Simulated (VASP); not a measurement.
## Si3As2: single point with PBE

Si3As2:

```
CELL_PARAMETERS angstrom
1.82491 1.05361 8.05387
-1.82491 1.05361 8.05387
0.00000 -2.10722 8.05387
ATOMIC_POSITIONS crystal
Si 0.39864 0.39864 0.39864
Si 0.60136 0.60136 0.60136
Si 0.00000 0.00000 0.00000
As 0.78415 0.78415 0.78415
As 0.21585 0.21585 0.21585
```

```yaml
Program: VASP 6.6.1
Task: single point
Functional: PBE
Potentials_or_basis: VASP PAW PBE potentials, release 64 (Si, As)
Cutoff: 500 eV
k_mesh: 5 × 5 × 5
Occupations: gaussian, width 0.2 eV
Spin: no spin polarisation
Dipole_correction: no
Further_INCAR_settings: ALGO = Normal; EDIFF = 1e-06; NBANDS = 19
```

* Pressure: 0.0 GPa
* Largest force: 0.027 eV/Å
* Band gap on the k mesh: zero (bands 11 and 12 overlap by 1.28 eV)

Forces in eV/Å, atoms in the order of the input:
```
Si   0.000  0.000 -0.027
Si   0.000  0.000  0.027
Si   0.000  0.000  0.000
As   0.000  0.000  0.010
As   0.000  0.000 -0.010
```

Stress tensor (GPa, compression positive):
```
 0.08  0.00  0.00
 0.00  0.08  0.00
 0.00  0.00 -0.02
```

Levels at points of the mesh, in eV from the Fermi level:
```csv
k point,band 8,band 9,band 10,band 11,band 12,band 13,band 14,band 15
"(0.00, 0.00, 0.00)",-0.44,-0.44,0.64,0.64,1.70,2.00,2.10,2.10
```

Run time: 4.7 min on 1 thread of Intel Xeon 8259CL, with other jobs on the host, peak memory 0.52 GiB.

Caveat: the k points lie up to 0.40 Å⁻¹ apart, too coarse for converged energies and pressures of a metal.
